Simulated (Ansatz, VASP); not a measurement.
**TaN in VASP and in Ansatz**

INCAR

```
  PREC = Accurate
  ENCUT = 520
  EDIFF = 1E-6
  ISMEAR = -1
  SIGMA = 0.01
  LREAL = False
  LASPH = True
  NELM = 100
  ALGO = Normal
  ISIF = 2
  LWAVE = False
  LCHARG = True
  GGA = PS
  LELF = True
  LVHAR = True
  NBANDS = 33
```

File KPOINTS:

```
regular mesh
0
Gamma
  6 6 9
```

POSCAR

```
TaN
1.0
    5.2479608756      0.0000000000      0.0000000000
   -2.6239804377      4.5448674363      0.0000000000
    0.0000000000      0.0000000000      2.9110000000
Ta N
3 3
Direct
    0.3333333333      0.6666666667      0.5000000000
    0.6666666667      0.3333333333      0.5000000000
    0.0000000000      0.0000000000      0.0000000000
    0.3928500000      0.0000000000      0.0000000000
    0.6071500000      0.6071500000      0.0000000000
    0.0000000000      0.3928500000      0.0000000000
```

Input for Ansatz:

```yaml
crystal:
  lattice:
    - [5.2479608756, 0.0, 0.0]
    - [-2.6239804377, 4.5448674363, 0.0]
    - [0.0, 0.0, 2.911]
  atoms:
    - { symbol: Ta, position: [0.3333333333, 0.6666666667, 0.5] }
    - { symbol: Ta, position: [0.6666666667, 0.3333333333, 0.5] }
    - { symbol: Ta, position: [0.0, 0.0, 0.0] }
    - { symbol: "N", position: [0.39285, 0.0, 0.0] }
    - { symbol: "N", position: [0.60715, 0.60715, 0.0] }
    - { symbol: "N", position: [0.0, 0.39285, 0.0] }
kpoints:
  mp_grid: { grid: [6, 6, 9] }
  band_path:
    path:
      - [0.0, 0.0, 0.0]
      - [0.5, 0.0, 0.0]
      - [0.3333333333, 0.3333333333, 0.0]
      - [0.0, 0.0, 0.0]
      - [0.0, 0.0, 0.5]
      - [0.5, 0.0, 0.5]
      - [0.3333333333, 0.3333333333, 0.5]
      - [0.0, 0.0, 0.5]
      - [0.5, 0.0, 0.5]
    npoints: 5
scf:
  occupations: { method: fermi_dirac, width: 0.01 }
hamiltonian:
  xc: pbesol
  pseudopotentials: { kind: all_electron, lapw: { basis_error: 0.001 } }
output:
  forces: true
  stress: true
  eigenvalues: true
```

Change from the starting cell: equal xx and yy strain of +1 %.

Alike in both runs: task single point; functional PBEsol; k mesh 6 × 6 × 9; occupations fermi-dirac, width 0.01 eV; no spin polarisation.

|  | VASP | Ansatz |
| --- | --- | --- |
| version | VASP 6.6.1 | Ansatz 0.2.0 |
| potentials or method | VASP PAW PBE potentials, release 64 (Ta_pv, N), cutoff 520 eV | all-electron LAPW, scalar-relativistic |

```csv
,VASP,Ansatz,Ansatz less VASP
pressure (GPa),-9.0,-9.7,-0.69
"traceless stress, the component that is largest in VASP (GPa)",1.22,1.31,+0.094
rms of the force components (eV/Å),0.048,0.054,+0.0065
```

VASP's potentials were made for PBE, not for PBEsol. Atom by atom the forces differ by 0.006 eV/Å (rms over components). Ansatz ran all-electron here, and VASP with PAW potentials.

Spin-orbit coupling is off throughout.
